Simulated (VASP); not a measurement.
# Ta (P6/mmm) in VASP: further runs

Ta is run at these levels: PBE; tasks: relaxation of cell and atoms.

All numbers are computed with VASP 6.6.1; they aren't measurements. Logs are shortened: lines on timing, memory, paths and dates and some standing lists are left out, and cuts for length are marked.

**1. The cell of the first run**

The structure is hexagonal, space group P6/mmm (No. 191). Conventional cell: a = 4.321 Å, b = 4.321 Å, c = 2.460 Å, α = 90.00°, β = 90.00°, γ = 120.00°. Within 3.2 Å of Ta (site symmetry 6/mmm) lie 14 Ta at 2.46 to 2.78 Å. Within 3.2 Å of Ta (site symmetry -6m2) lie 11 Ta at 2.46 to 2.78 Å.

This isn't the form of Ta at room conditions, which is bcc.

**2. Relaxation of cell and atoms, PBE, target pressure 120 GPa, at which the enthalpy is minimised**

Contents of INCAR:

```
ALGO     = Normal         # electronic algorithm
EDIFF    = 1E-6           # SCF threshold, eV
EDIFFG   = -0.005         # ionic threshold
ENCUT    = 600            # plane-wave cutoff, eV
GGA      = PE             # functional
IBRION   = 2              # ionic algorithm
ISIF     = 3              # what is computed and relaxed
ISMEAR   = -1             # smearing method
LASPH    = True           # aspherical terms in the spheres
LCHARG   = False          # write CHGCAR
LREAL    = False          # projectors in reciprocal space
LWAVE    = False          # write WAVECAR
NELM     = 100            # most SCF steps
NSW      = 32             # ionic steps
PREC     = Accurate       # precision mode
PSTRESS  = 1200.0       
SIGMA    = 0.1            # smearing width, eV
```

Contents of KPOINTS:

```
k-points
0
Gamma
  9 9 12
```

Contents of POSCAR:

```
Ta
1.0
    4.3209731425      0.0000000000      0.0000000000
   -2.1604865713      3.7420725105      0.0000000000
    0.0000000000      0.0000000000      2.4595109416
Ta
3
Direct
    0.0000000000      0.0000000000      0.0000000000
    0.3333333333      0.6666666667      0.5000000000
    0.6666666667      0.3333333333      0.5000000000
```

Potentials or basis: VASP PAW PBE potentials, release 64 (Ta_pv).

Started as:

```sh
$ cat potpaw_PBE.64/Ta_pv/POTCAR > POTCAR
$ mpirun -np 1 vasp_std > vasp.out
```

OUTCAR:

```text
EDIFF = 1E-6
   EDIFFG = -0.005
   ENCUT = 600
   GGA = PE
   IBRION = 2
   ISIF = 3
   ISMEAR = -1
   LASPH = True
   LREAL = False
   NELM = 100
   NSW = 32
   PREC = Accurate
   PSTRESS = 1200.0

 ion  position               nearest neighbor table
   1  0.000  0.000  0.000-   2 2.78   3 2.78   2 2.78   3 2.78   3 2.78   3 2.78   2 2.78   2 2.78
                             3 2.78   3 2.78   2 2.78   2 2.78
   2  0.333  0.667  0.500-   3 2.49   3 2.49   3 2.49   1 2.78   1 2.78   1 2.78   1 2.78   1 2.78
                             1 2.78   3 3.50   3 3.50   3 3.50   3 3.50   3 3.50   3 3.50
   3  0.667  0.333  0.500-   2 2.49   2 2.49   2 2.49   1 2.78   1 2.78   1 2.78   1 2.78   1 2.78
                             1 2.78   2 3.50   2 3.50   2 3.50   2 3.50   2 3.50   2 3.50

  LATTYP: Found a hexagonal cell.
 ALAT       =     4.3209731425
 C/A-ratio  =     0.5692030153

  Lattice vectors:

 A1 = (   4.3209731425,   0.0000000000,   0.0000000000)
 A2 = (  -2.1604865713,   3.7420725105,   0.0000000000)
 A3 = (   0.0000000000,   0.0000000000,   2.4595109416)

Analysis of symmetry for initial positions (statically):
=====================================================================
 Subroutine PRICEL returns:
 Original cell was already a primitive cell.

 Routine SETGRP: Setting up the symmetry group for a
 hexagonal supercell.

 Subroutine GETGRP returns: Found 24 space group operations
 (whereof 24 operations were pure point group operations)
 out of a pool of 24 trial point group operations.

The static configuration has the point symmetry D_6h.

Analysis of symmetry for dynamics (positions and initial velocities):
=====================================================================
 Subroutine PRICEL returns:
 Original cell was already a primitive cell.

 Routine SETGRP: Setting up the symmetry group for a
 hexagonal supercell.

 Subroutine GETGRP returns: Found 24 space group operations
 (whereof 24 operations were pure point group operations)
 out of a pool of 24 trial point group operations.

The dynamic configuration has the point symmetry D_6h.

 Subroutine INISYM returns: Found 24 space group operations
 (whereof 24 operations are pure point group operations),
 and found     1 'primitive' translations

----------------------------------------------------------------------------------------

                                     Primitive cell

  volume of cell :      39.7688

  direct lattice vectors                    reciprocal lattice vectors
     4.320973142  0.000000000  0.000000000     0.231429349  0.133615797  0.000000000
    -2.160486571  3.742072510  0.000000000     0.000000000  0.267231594  0.000000000
     0.000000000  0.000000000  2.459510942     0.000000000  0.000000000  0.406584896

  length of vectors
     4.320973142  4.320973143  2.459510942     0.267231594  0.267231594  0.406584896

  position of ions in fractional coordinates (direct lattice)
     0.000000000  0.000000000  0.000000000
     0.333333333  0.666666667  0.500000000
     0.666666667  0.333333333  0.500000000

  ion indices of the primitive-cell ions
   primitive index   ion index
                 1           1
                 2           2
                 3           3

----------------------------------------------------------------------------------------

 KPOINTS: k-points

Automatic generation of k-mesh.
 Grid dimensions read from file:
 generate k-points for:    9    9   12

 Generating k-lattice:

  Cartesian coordinates                     Fractional coordinates (reciprocal lattice)
     0.025714372  0.014846200  0.000000000     0.111111111  0.000000000  0.000000000
     0.000000000  0.029692399  0.000000000     0.000000000  0.111111111  0.000000000
     0.000000000  0.000000000  0.033882075     0.000000000  0.000000000  0.083333333

  Length of vectors
     0.029692399  0.029692399  0.033882075

  Shift w.r.t. Gamma in fractional coordinates (k-lattice)
     0.000000000  0.000000000  0.000000000

 Subroutine IBZKPT returns following result:
 ===========================================

 Found     84 irreducible k-points:

 Following reciprocal coordinates:
            Coordinates               Weight
  0.000000  0.000000  0.000000      1.000000
  0.111111 -0.000000  0.000000      6.000000
  0.222222 -0.000000  0.000000      6.000000
  0.333333  0.000000  0.000000      6.000000
  0.444444 -0.000000  0.000000      6.000000
  0.111111  0.111111  0.000000      6.000000
[... 16 lines left out ...]
  0.333333  0.222222  0.083333     24.000000
  0.333333  0.333333  0.083333      4.000000
 [... further k-points ...]
   k-points           NKPTS =     84   k-points in BZ     NKDIM =     84   number of bands    NBANDS=     20
   number of dos      NEDOS =    301   number of ions     NIONS =      3
   total plane-waves  NPLWV =  25920
   dimension x,y,z NGX =    36 NGY =   36 NGZ =   20
   dimension x,y,z NGXF=    72 NGYF=   72 NGZF=   40
   ions per type =               3
   NGX,Y,Z   is equivalent  to a cutoff of  13.85, 13.85, 13.52 a.u.
   NGXF,Y,Z  is equivalent  to a cutoff of  27.70, 27.70, 27.04 a.u.
 SYSTEM =  unknown system
   PREC   = accura    normal or accurate (medium, high low for compatibility)
   ISTART =      0    job   : 0-new  1-cont  2-samecut
   ICHARG =      2    charge: 1-file 2-atom 10-const
   ISPIN  =      1    spin polarized calculation?
   LNONCOLLINEAR =      F non collinear calculations
   LSORBIT =      F    spin-orbit coupling
   LASPH  =      T    aspherical Exc in radial PAW
   ENCUT  =  600.0 eV  44.10 Ry    6.64 a.u.   8.63  8.63  4.91*2*pi/ulx,y,z
   NELM   =    100;   NELMIN=  2; NELMDL= -5     # of ELM steps
   EDIFF  = 0.1E-05   stopping-criterion for ELM
   LREAL  =      F    real-space projection
   EDIFFG = -.5E-02   stopping-criterion for IOM
   NSW    =     32    number of steps for IOM
   IBRION =      2    ionic relax: 0-MD 1-quasi-New 2-CG
   NFREE  =      1    steps in history (QN), initial steepest desc. (CG)
   ISIF   =      3    stress and relaxation
   ISYM   =      2    0-nonsym 1-usesym 2-fastsym
   POTIM  = 0.5000    time-step for ionic-motion
   TEBEG  =    0.0;   TEEND  =   0.0 temperature during run
   PSTRESS= 1200.0 pullay stress
   NELECT =      33.0000    total number of electrons
   NUPDOWN=      -1.0000    fix difference up-down
   EMIN   =  10.00;   EMAX   =-10.00  energy-range for DOS
   EFERMI =   0.00;   METHOD = LEGACY
   ISMEAR =    -1;   SIGMA  =   0.10  broadening in eV -4-tet -1-fermi 0-gaus
   EFERMI_NEDOS =   21; number of points for ismear=-14 and -15
   IALGO  =     38    algorithm
   IMIX   =      4    mixing-type and parameters
     AMIX     =   0.40;   BMIX     =  1.00
     AMIX_MAG =   1.60;   BMIX_MAG =  1.00
  volume/ion in A,a.u.               =      13.26        89.46
  Fermi-wavevector in a.u.,A,eV,Ry     =   1.538386  2.907128 32.199974  2.366631
  Thomas-Fermi vector in A             =   2.644762
   LORBIT       =      0    0 simple, 1 ext, 2 COOP (PROOUT), +10 PAW based schemes
   GGA     = PE    functional components
   LHFCALC =     F    Hartree Fock is set to
   AEXX    =    0.0000 exact exchange contribution
   IVDW    =     0    specifies the selected vdW correction
   LEPSILON=     F    determine dielectric tensor
   LRPA    =     F    only Hartree local field effects (RPA)
 conjugate gradient relaxation of ions
 non-spin polarized calculation
  energy-cutoff  :      600.00
  volume of cell :       39.77
 maximum number of plane-waves:      1350
 NGX is ok and might be reduce to    36
   NGX = 17   NGY = 17   NGZ =  9

--------------------------------------- Ionic step        1  -------------------------------------------

 number of electron      32.9999999 magnetization

 Free energy of the ion-electron system (eV)
  ---------------------------------------------------
  ext. energy  EPLUGINS =         0.00000000
  ---------------------------------------------------
  free energy    TOTEN  =       -30.15717288 eV

  energy without entropy =      -30.10012700  energy(sigma->0) =      -30.12864994

------------------------ aborting loop because EDIFF is reached ----------------------------------------

  FORCE on cell =-STRESS in cart. coord.  units (eV):
  Direction    XX          YY          ZZ          XY          YZ          ZX
  --------------------------------------------------------------------------------------
  -------------------------------------------------------------------------------------
  Total       30.1715612     30.1715612     30.2839896     -0.0000000     -0.0000000      0.0000000
  in kB     1215.5304463   1215.5304463   1220.0598791     -0.0000000     -0.0000000      0.0000000
  external PRESSURE =      17.0402572 kB  Pullay stress =    1200.0000000 kB

 VOLUME and BASIS-vectors are now :
 -----------------------------------------------------------------------------
  energy-cutoff  :      600.00
  volume of cell :       39.77
      direct lattice vectors                 reciprocal lattice vectors
     4.320973142  0.000000000  0.000000000     0.231429349  0.133615797  0.000000000
    -2.160486571  3.742072510  0.000000000     0.000000000  0.267231594  0.000000000
     0.000000000  0.000000000  2.459510942     0.000000000  0.000000000  0.406584896
[... 165 lines left out ...]
  FREE ENERGIE OF THE ION-ELECTRON SYSTEM (eV)
  ---------------------------------------------------
  free  energy   TOTEN  =       -30.2407606351 eV

  energy  without entropy=      -30.1833840332  energy(sigma->0) =      -30.21207233

  enthalpy is  TOTEN    =        -0.3717183863 eV   P V=       29.8690422487

--------------------------------------- Ionic step        6  -------------------------------------------

 number of electron      32.9999999 magnetization

 Free energy of the ion-electron system (eV)
  ---------------------------------------------------
  ext. energy  EPLUGINS =         0.00000000
  ---------------------------------------------------
  free energy    TOTEN  =       -30.24194096 eV

  energy without entropy =      -30.18457992  energy(sigma->0) =      -30.21326044

 E-fermi :   8.6566     XC(G=0): -14.2482

 val. band max:        8.6486970515   @ k =   0.1111  -0.0000   0.4167
 cond. band min:       8.6587470865   @ k =   0.3333   0.1111   0.4167
 fundamental gap:      0.0100500350
 Fermi energy:         8.6565961507

 k-point     1 :       0.0000    0.0000    0.0000
  band No.  band energies     occupation
      1     -26.1020      2.00000
      2     -26.1020      2.00000
      3     -25.4507      2.00000
      4     -25.4507      2.00000
      5     -23.8879      2.00000
      6     -23.7439      2.00000
[... 12 lines left out ...]
     19       9.6254      0.00012
     20      12.5706      0.00000
[... 507 lines left out ...]
 k-point    24 :       0.3333    0.3333    0.0833
  band No.  band energies     occupation
      1     -26.3240      2.00000
      2     -25.7718      2.00000
      3     -25.7718      2.00000
      4     -24.2895      2.00000
      5     -24.2895      2.00000
      6     -24.0440      2.00000
[... 12 lines left out ...]
     19      11.2585      0.00000
     20      11.2585      0.00000

 [... further k-points ...]

------------------------ aborting loop because EDIFF is reached ----------------------------------------

  FORCE on cell =-STRESS in cart. coord.  units (eV):
  Direction    XX          YY          ZZ          XY          YZ          ZX
  --------------------------------------------------------------------------------------
  -------------------------------------------------------------------------------------
  Total       29.8780076     29.8780076     29.8806601     -0.0000000     -0.0000000     -0.0000000
  in kB     1200.3130981   1200.3130982   1200.4196568     -0.0000000     -0.0000000     -0.0000000
  external PRESSURE =       0.3486177 kB  Pullay stress =    1200.0000000 kB

 VOLUME and BASIS-vectors are now :
 -----------------------------------------------------------------------------
  energy-cutoff  :      600.00
  volume of cell :       39.88
      direct lattice vectors                 reciprocal lattice vectors
     4.324364413 -0.000000000  0.000000000     0.231247856  0.133511012 -0.000000000
    -2.162182206  3.745009437 -0.000000000     0.000000000  0.267022024 -0.000000000
     0.000000000  0.000000000  2.462592033    -0.000000000 -0.000000000  0.406076194

 POSITION                                       TOTAL-FORCE (eV/Angst)
 -----------------------------------------------------------------------------------
      0.00000     -0.00000      0.00000         0.000000      0.000000      0.000000
     -0.00000      2.49667      1.23130        -0.000000     -0.000000     -0.000000
      2.16218      1.24834      1.23130         0.000000      0.000000      0.000000
 -----------------------------------------------------------------------------------
    total drift:                                0.000000      0.000000     -0.000000

  FREE ENERGIE OF THE ION-ELECTRON SYSTEM (eV)
  ---------------------------------------------------
  free  energy   TOTEN  =       -30.2419409624 eV

  energy  without entropy=      -30.1845799191  energy(sigma->0) =      -30.21326044

  enthalpy is  TOTEN    =        -0.3717269098 eV   P V=       29.8702140526

 reached required accuracy - stopping structural energy minimisation
```

Wall time 3.5 min (1 thread of Intel Xeon 8259CL, shared host); peak memory 0.22 GiB.

What came out:

```yaml
Free_energy: -30.2419 eV
Relaxed_volume: 13.29 Å³/atom
Relaxed_cell: a = 4.324 Å, b = 4.324 Å, c = 2.463 Å, α = 90.00°, β = 90.00°, γ = 120.00°
Space_group_after_relaxing_to_0.1_Å: P6/mmm (No. 191)
Energy_change_on_relaxing_the_run_minimises_the_enthalpy: -28.3 meV/atom
Ionic_steps: 6
Pressure_after_relaxing: 120.0 GPa
Band_gap_on_the_k_mesh: zero (an odd number of electrons rules out a gap without spin polarisation)
```

The path:
```tsv
step	energy change (eV)	largest force (eV/Å)	pressure (GPa)	volume (Å³)
1	0.0000	0.0000	121.70	39.77
2	-0.5900	0.0000	109.97	40.59
3	-0.0872	0.0000	119.98	39.88
4	-0.0855	0.0000	119.99	39.88
5	-0.0836	0.0000	120.06	39.88
6	-0.0848	0.0000	120.03	39.88
```

Final structure:
```xyz
3
Lattice="4.3244 0.0000 0.0000 -2.1622 3.7450 0.0000 0.0000 0.0000 2.4626" Properties=species:S:1:pos:R:3 pbc="T T T"
Ta    0.0000    0.0000    0.0000
Ta    0.0000    2.4967    1.2313
Ta    2.1622    1.2483    1.2313
```

Levels at points of the mesh, in eV from the Fermi level:
```csv
k point,band 13,band 14,band 15,band 16,band 17,band 18,band 19,band 20
"(0.00, 0.00, 0.00)",-1.48,-1.48,-1.47,-1.47,-1.10,0.97,0.97,3.91
"(0.00, 0.00, 0.50)",-4.60,-3.38,-1.50,-0.09,-0.09,1.96,1.96,6.41
```

Caveat: the cell is relaxed towards a set pressure, so the run minimises the enthalpy, not the energy; spin-orbit coupling is left out, which moves the levels of the heavy elements.

**3. Relaxation of cell and atoms, PBE, target pressure 120 GPa, at which the enthalpy is minimised**

This run uses another cell than the first one, of 13.48 Å³/atom.

Contents of INCAR:

```
SYSTEM = Ta
PREC = Accurate
ENCUT = 600
EDIFF = 1E-6
ISMEAR = -1
SIGMA = 0.1
LREAL = .FALSE.
LASPH = .TRUE.
NELM = 60
ALGO = Normal
ISIF = 3
LWAVE = .FALSE.
LCHARG = .FALSE.
GGA = PE
IBRION = 2
NSW = 60
EDIFFG = -0.005
PSTRESS = 1200.0
```

Contents of KPOINTS:

```
Automatic mesh
0
G
  9 9 12
  0 0 0
```

Contents of POSCAR:

```
Ta
1.0
    4.2227739320      0.0000000000      0.0000000000
   -2.1113869660      3.6570294995      0.0000000000
    0.0000000000      0.0000000000      2.6181198378
Ta
3
Direct
    0.0000000000      0.0000000000      0.0000000000
    0.3333333333      0.6666666667      0.5000000000
    0.6666666667      0.3333333333      0.5000000000
```

Potentials or basis: VASP PAW PBE potentials, release 64 (Ta_pv).

Started as:

```sh
$ cat potpaw_PBE.64/Ta_pv/POTCAR > POTCAR
$ mpirun -np 1 vasp_std > vasp.out
```

It took 10 min on 1 thread of Intel Xeon 8259CL, shared host; peak memory 0.24 GiB.

The run converged. Its results:

```
Free energy                                                : -30.2432 eV
Relaxed volume                                             : 13.29 Å³/atom
Relaxed cell                                               : a = 4.324 Å, b = 4.324 Å, c = 2.463 Å, α = 90.00°, β = 90.00°, γ = 120.00°
Space group after relaxing (to 0.1 Å)                      : P6/mmm (No. 191)
Energy change on relaxing (the run minimises the enthalpy) : +2.6 meV/atom
Ionic steps                                                : 12
Pressure after relaxing                                    : 120.0 GPa
Band gap on the k mesh                                     : zero (an odd number of electrons rules out a gap without spin polarisation)
```

Stress tensor (GPa, compression positive):
```
120.04   0.00   0.00
  0.00 120.04   0.00
  0.00   0.00 119.96
```

The path:
```tsv
step	energy change (eV)	largest force (eV/Å)	pressure (GPa)	volume (Å³)
1	0.0000	0.0000	112.78	40.43
2	4.2665	0.0000	191.06	36.50
3	0.5262	0.0000	129.20	39.26
4	0.6467	0.0000	132.03	39.09
5	-1.7960	0.0000	80.60	43.22
6	-0.0217	0.0000	119.46	39.92
7	0.0114	0.0000	120.09	39.88
8	0.0233	0.0000	120.30	39.86
9	-0.0020	0.0000	119.82	39.90
10	0.0191	0.0000	120.21	39.87
11	-0.0254	0.0000	119.43	39.93
12	0.0077	0.0000	120.01	39.88
```

Final structure:
```
Ta
1.0
     4.32422    0.00000    0.00000
    -2.16211    3.74488    0.00000
     0.00000    0.00000    2.46286
Ta
3
Direct
  0.00000 0.00000 0.00000
  0.33333 0.66667 0.50000
  0.66667 0.33333 0.50000
```

Levels at points of the mesh, in eV from the Fermi level:
| k point | band 14 | band 15 | band 16 | band 17 | band 18 | band 19 | band 20 |
| --- | --- | --- | --- | --- | --- | --- | --- |
| (0.00, 0.00, 0.00) | -1.48 | -1.47 | -1.47 | -1.10 | 0.97 | 0.97 | 3.91 |
| (0.00, 0.00, 0.50) | -3.39 | -1.50 | -0.09 | -0.09 | 1.96 | 1.96 | 6.41 |

Caveat: the cell is relaxed towards a set pressure, so the run minimises the enthalpy, not the energy; spin-orbit coupling is left out, which moves the levels of the heavy elements.
